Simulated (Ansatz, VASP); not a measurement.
Na in VASP and in Ansatz

Contents of INCAR:

```
  PREC = Accurate
  ENCUT = 520
  EDIFF = 1E-8
  ISMEAR = -1
  SIGMA = 0.05
  LREAL = F
  LASPH = T
  NELM = 100
  ALGO = Normal
  ISIF = 2
  LWAVE = F
  LCHARG = F
  GGA = PS
  LEFG = T
  NBANDS = 14
```

Contents of KPOINTS:

```
Automatic mesh
0
Gamma
  13 13 7
```

The input POSCAR:

```
Na
1.0
    3.7795160430      0.0000000000      0.0000000000
   -1.8897580215      3.2731569073      0.0000000000
    0.0000000000      0.0000000000      6.1744453329
Na
2
Direct
    0.3333333333      0.6666666667      0.2500000000
    0.6666666667      0.3333333333      0.7500000000
```

Input for Ansatz:

```yaml
crystal:
  lattice:
    - [3.779516043, 0.0, 0.0]
    - [-1.8897580215, 3.2731569073, 0.0]
    - [0.0, 0.0, 6.1744453329]
  atoms:
    - { symbol: Na, position: [0.3333333333, 0.6666666667, 0.25] }
    - { symbol: Na, position: [0.6666666667, 0.3333333333, 0.75] }
kpoints:
  mp_grid: { grid: [13, 13, 7] }
scf:
  occupations: { method: fermi_dirac, width: 0.05 }
hamiltonian:
  xc: pbesol
  pseudopotentials: { kind: paw }
output:
  forces: true
  stress: true
  eigenvalues: true
  efg: { contact_densities: true }
```

Change from the starting cell: volume scaled by 1.01, PAW files.

Alike in both runs: task electric field gradients; functional PBEsol; k mesh 13 × 13 × 7; occupations fermi-dirac, width 0.05 eV; no spin polarisation.

|  | VASP | Ansatz |
| --- | --- | --- |
| version | VASP 6.6.1 | Ansatz 0.2.0 |
| potentials or method | VASP PAW PBE potentials, release 64 (Na_pv) | PAW with Ansatz's default frozen-core files, scalar-relativistic |
| plane-wave cutoff (eV) | 520 | 420 |
| valence electrons in the cell | 14 | 18 |

|  | VASP | Ansatz | Ansatz less VASP |
| --- | --- | --- | --- |
| pressure (GPa) | -0.3 | -0.3 | 0.00 |
| traceless stress, the component that is largest in VASP (GPa) | 0.08 | 0.08 | -0.001 |
| size of Vzz on the site where it differs most (V/Å²) | 0.3 | 0.2 | -0.02 |

VASP's potentials were made for PBE, not for PBEsol. VASP's potentials hold 14 valence electrons a cell and Ansatz's 18, so a difference there can come from the potentials and not from the codes.
